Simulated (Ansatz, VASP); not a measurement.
# P: VASP beside Ansatz

```
CELL_PARAMETERS angstrom
2.66549 0.00000 0.00000
-1.33275 2.30838 0.00000
0.00000 0.00000 9.83401
ATOMIC_POSITIONS crystal
P 0.00000 0.00000 0.00000
P 0.00000 0.00000 0.50000
P 0.33333 0.66667 0.25000
P 0.66667 0.33333 0.75000
```

Alike in both runs: task single point; functional LDA; k mesh 18 × 18 × 5; occupations fermi-dirac, width 0.1 eV; no spin polarisation.

```csv
,VASP,Ansatz
version,VASP 6.6.1,Ansatz 0.2.0
potentials or method,"VASP PAW LDA potentials, release 64 (P), cutoff 520 eV","plane waves (420 eV) with PAW, scalar-relativistic"
valence electrons in the cell,20,20
```

VASP gave:

* pressure (GPa): -7.0
* traceless stress, the component that is largest in VASP (GPa): 1.37

Problem. Estimate Ansatz's values.

Solution. Pressure (GPa): -6.9; traceless stress, the component that is largest in VASP (GPa): 1.36.

Ansatz warns that its potentials were made for another functional, while VASP's fit it. LDA's correlation is that of Perdew and Zunger in VASP and of Perdew and Wang (1992) in Ansatz.
